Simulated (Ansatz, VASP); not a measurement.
## Al3Au in VASP and in Ansatz

INCAR

```
SYSTEM = Al3Au
PREC     = Accurate       ! precision mode
ENCUT    = 520            ! plane-wave cutoff, eV
EDIFF    = 1E-7           ! SCF threshold, eV
ISMEAR   = -1             ! smearing method
SIGMA    = 0.05           ! smearing width, eV
LREAL    = .FALSE.        ! projectors in reciprocal space
LASPH    = .TRUE.         ! aspherical terms in the spheres
NELM     = 60             ! most SCF steps
ALGO     = Normal         ! electronic algorithm
ISIF     = 2              ! what is computed and relaxed
LWAVE    = .FALSE.        ! write WAVECAR
LCHARG   = .TRUE.         ! write CHGCAR
GGA      = PE             ! functional
LELF     = .TRUE.         ! ELF
LVHAR    = .TRUE.       
NBANDS   = 18             ! bands
```

The input KPOINTS:

```
regular mesh
0
G
  9 9 9
  0 0 0
```

POSCAR

```
Al3Au
1.0
   -1.9839880723      1.9839880723      3.9737890086
    1.9839880723     -1.9839880723      3.9737890086
    1.9839880723      1.9839880723     -3.9737890086
Au Al
1 3
Direct
    0.0000000000      0.0000000000      0.0000000000
    0.5000000000      0.5000000000      0.0000000000
    0.2500000000      0.7500000000      0.5000000000
    0.7500000000      0.2500000000      0.5000000000
```

The input input.yaml:

```yaml
crystal:
  lattice:
    - [-1.9839880723, 1.9839880723, 3.9737890086]
    - [1.9839880723, -1.9839880723, 3.9737890086]
    - [1.9839880723, 1.9839880723, -3.9737890086]
  atoms:
    - { symbol: Au, position: [0.0, 0.0, 0.0] }
    - { symbol: Al, position: [0.5, 0.5, 0.0] }
    - { symbol: Al, position: [0.25, 0.75, 0.5] }
    - { symbol: Al, position: [0.75, 0.25, 0.5] }
hamiltonian:
  xc: pbe
  pseudopotentials: { kind: paw }
kpoints:
  mp_grid: { grid: [9, 9, 9] }
scf:
  occupations: { method: fermi_dirac, width: 0.05 }
output:
  forces: true
  stress: true
  eigenvalues: true
```

Alike in both runs: task single point; functional PBE; k mesh 9 × 9 × 9; occupations fermi-dirac, width 0.05 eV; no spin polarisation.

```csv
,VASP,Ansatz
version,VASP 6.6.1,Ansatz 0.2.0
potentials or method,"VASP PAW PBE potentials, release 64 (Au, Al)",Ansatz PAW
plane-wave cutoff (eV),520,420
valence electrons in the cell,20,28
```

Ansatz gave:

| Property | Result |
| --- | --- |
| gap on the k mesh at the Fermi level (eV) | none |
| pressure (GPa) | 7.2 |
| traceless stress, the component that is largest in VASP (GPa) | -0.36 |

Task: What did VASP give for the same quantities?

Result: gap on the k mesh at the Fermi level (eV): none; pressure (GPa): 7.1; traceless stress, the component that is largest in VASP (GPa): -0.34.

A gap of «none» marks a metal or a gap that the smearing closes. VASP's potentials hold 20 valence electrons a cell and Ansatz's 28, so a difference there can come from the potentials and not from the codes.

Spin-orbit coupling is off throughout.
